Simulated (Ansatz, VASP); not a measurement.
## Ta in VASP and in Ansatz

Contents of INCAR:

```
SYSTEM = Ta
  PREC = Accurate
  ENCUT = 520
  EDIFF = 1E-6
  ISMEAR = 0
  SIGMA = 0.15
  LREAL = .FALSE.
  LASPH = .TRUE.
  NELM = 100
  ALGO = Fast
  ISIF = 2
  LWAVE = .FALSE.
  LCHARG = .FALSE.
  GGA = PS
  NBANDS = 12
```

Contents of KPOINTS:

```
Automatic mesh
0
G
  20 20 20
  0 0 0
```

File POSCAR:

```
Ta
1.0
   -1.6017416000      1.6017416000      1.6760492000
    1.6017416000     -1.6017416000      1.6760492000
    1.6017416000      1.6017416000     -1.6760492000
Ta
1
Direct
    0.0000000000      0.0000000000      0.0000000000
```

Input for Ansatz:

```yaml
crystal:
  lattice:
    - [-1.6017416, 1.6017416, 1.6760492]
    - [1.6017416, -1.6017416, 1.6760492]
    - [1.6017416, 1.6017416, -1.6760492]
  atoms:
    - { symbol: Ta, position: [0.0, 0.0, 0.0] }
basis:
  ecutwfc: 420
kpoints:
  mp_grid: { grid: [20, 20, 20] }
hamiltonian:
  xc: pbesol
scf:
  occupations: { method: gaussian, width: 0.15 }
output:
  forces: true
  stress: true
  eigenvalues: true
```

Change from the starting cell: strain -0.030 along x and y, +0.015 along z, atoms carried along.

Alike in both runs: task single point; functional PBEsol; k mesh 20 × 20 × 20; occupations gaussian, width 0.15 eV; no spin polarisation.

```csv
,VASP,Ansatz
version,VASP 6.6.1,Ansatz 0.2.0
potentials or method,"VASP PAW PBE potentials, release 64 (Ta_pv), cutoff 520 eV","scalar-relativistic, plane waves, PAW"
valence electrons in the cell,11,13
```

Ansatz gave:

* gap on the k mesh at the Fermi level (eV): none
* pressure (GPa): 6.1
* traceless stress, the component that is largest in VASP (GPa): -3.87

**Question.** Estimate VASP's values.

**Answer.** gap on the k mesh at the Fermi level (eV): none; pressure (GPa): 6.4; traceless stress, the component that is largest in VASP (GPa): -3.87.

VASP's potentials were made for PBE, not for PBEsol. A gap of «none» marks a metal or a gap that the smearing closes. The functional is the same, so the differences come from potentials, cutoffs and numerics. VASP's potentials hold 11 valence electrons a cell and Ansatz's 13, so a difference there can come from the potentials and not from the codes.

Spin-orbit coupling is off throughout.
